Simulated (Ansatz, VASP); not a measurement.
## CoW3: VASP beside Ansatz

```
CELL_PARAMETERS angstrom
3.76179 0.00000 0.00000
0.00000 3.76179 0.00000
0.00000 0.00000 4.05116
ATOMIC_POSITIONS crystal
Co 0.00000 0.00000 0.00000
W 0.00000 0.50000 0.50000
W 0.50000 0.00000 0.50000
W 0.50000 0.50000 0.00000
```

Change from the starting cell: strain -0.025 along x and y, +0.050 along z, atoms carried along.

Alike in both runs: task single point; functional PBEsol; k mesh 12 × 12 × 12; occupations gaussian, width 0.15 eV; no spin polarisation.

|  | VASP | Ansatz |
| --- | --- | --- |
| version | VASP 6.6.1 | Ansatz 0.2.0 |
| potentials or method | VASP PAW PBE potentials, release 64 (Co, W_sv), cutoff 520 eV | scalar-relativistic, plane waves, PAW |
| valence electrons in the cell | 51 | 59 |

VASP gave:

| Quantity | Value |
| --- | --- |
| gap on the k mesh at the Fermi level (eV) | none |
| pressure (GPa) | 1.5 |
| traceless stress, the component that is largest in VASP (GPa) | -2.59 |

Problem. Which values does Ansatz return?

Solution. gap on the k mesh at the Fermi level (eV): none; pressure (GPa): 0.9; traceless stress, the component that is largest in VASP (GPa): -2.69.

VASP's potentials were made for PBE, not for PBEsol. A gap of «none» marks a metal or a gap that the smearing closes. With one functional, cell and mesh, what is left measures potentials, basis and numerics. VASP's potentials hold 51 valence electrons a cell and Ansatz's 59, so a difference there can come from the potentials and not from the codes.

Neither program's run includes spin-orbit coupling.
